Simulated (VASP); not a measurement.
Here is a VASP 6.6.1 calculation.

INCAR

```
PREC = Accurate
ENCUT = 520
EDIFF = 1E-6
ISMEAR = -1
SIGMA = 0.1
LREAL = False
LASPH = True
NELM = 80
ALGO = Normal
ISIF = 2
LWAVE = False
LCHARG = False
GGA = PS
NBANDS = 20
```

File KPOINTS:

```
Automatic mesh
0
Gamma
  14 14 7
```

File POSCAR:

```
Nb
1.0
    2.8358670347      0.0000000000      0.0000000000
   -1.4179335174      2.4559328938      0.0000000000
    0.0000000000      0.0000000000      5.1856460566
Nb
2
Direct
    0.3333333333      0.6666666667      0.2500000000
    0.6666666667      0.3333333333      0.7500000000
```

Potentials or basis: VASP PAW PBE potentials, release 64 (Nb_sv).

Command:

```sh
$ cat potpaw_PBE.64/Nb_sv/POTCAR > POTCAR
$ mpirun -np 1 vasp_std > vasp.out
```

Question: What does it give for the pressure?

Answer: -0.4 GPa.

Question: Estimate the band gap on the k mesh.

Answer: Zero (band 13 reaches 13.03 eV, above the bottom of band 14 at 10.73 eV).

Stress tensor (GPa, compression positive):
```
-0.59  0.00  0.00
 0.00 -0.59  0.00
 0.00  0.00 -0.07
```

Caveat: the PAW data sets were made with another functional, which shifts forces and pressure a little.
